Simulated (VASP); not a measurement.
Write the native input for VASP 6.6.1 that does the following.

```
Task                   : single point
Functional             : LDA
Potentials or basis    : VASP PAW LDA potentials, release 64 (Sr_sv, Ti_sv, O_h)
Cutoff                 : 1340 eV
k mesh                 : 6 × 6 × 6
Occupations            : gaussian, width 0.01 eV
Spin                   : no spin polarisation
Dipole correction      : no
Further INCAR settings : ALGO = Normal; EDIFF = 1e-06; NBANDS = 28
```

The structure of SrTiO3 lies in POSCAR:

```
SrTiO3
1.0
    3.9068514982      0.0000000000      0.0000000000
    0.0000000000      3.9068514982      0.0000000000
    0.0000000000      0.0000000000      3.9068514982
Sr Ti O
1 1 3
Direct
    0.5000000000      0.5000000000      0.5000000000
    0.0000000000      0.0000000000      0.0000000000
    0.5000000000      0.0000000000      0.0000000000
    0.0000000000      0.5000000000      0.0000000000
    0.0000000000      0.0000000000      0.5000000000
```

These files were run (other wordings do the same):

INCAR

```
  PREC = Accurate
  ENCUT = 1340
  EDIFF = 1E-6
  ISMEAR = 0
  SIGMA = 0.01
  LREAL = False
  LASPH = True
  NELM = 120
  ALGO = Normal
  ISIF = 2
  LWAVE = False
  LCHARG = False
  GGA = CA
  NBANDS = 28
  GGA_COMPAT = False
```

KPOINTS

```
regular mesh
0
Gamma
  6 6 6
```

Potentials or basis: VASP PAW LDA potentials, release 64 (Sr_sv, Ti_sv, O_h).

Launch:

```sh
$ cat potpaw_LDA.64/Sr_sv/POTCAR potpaw_LDA.64/Ti_sv/POTCAR potpaw_LDA.64/O_h/POTCAR > POTCAR
$ mpirun -np 1 vasp_std > vasp.out
```

Results of the run:

```
Pressure               : -6.7 GPa
Band gap on the k mesh : 1.75 eV (least direct gap 2.11 eV)
```

Caveat: the cell stands under tension.

Run time: 70 s on 1 thread of Intel(R) Xeon(R) 6975P-C (Granite Rapids), on a shared host, peak memory 0.37 GiB.
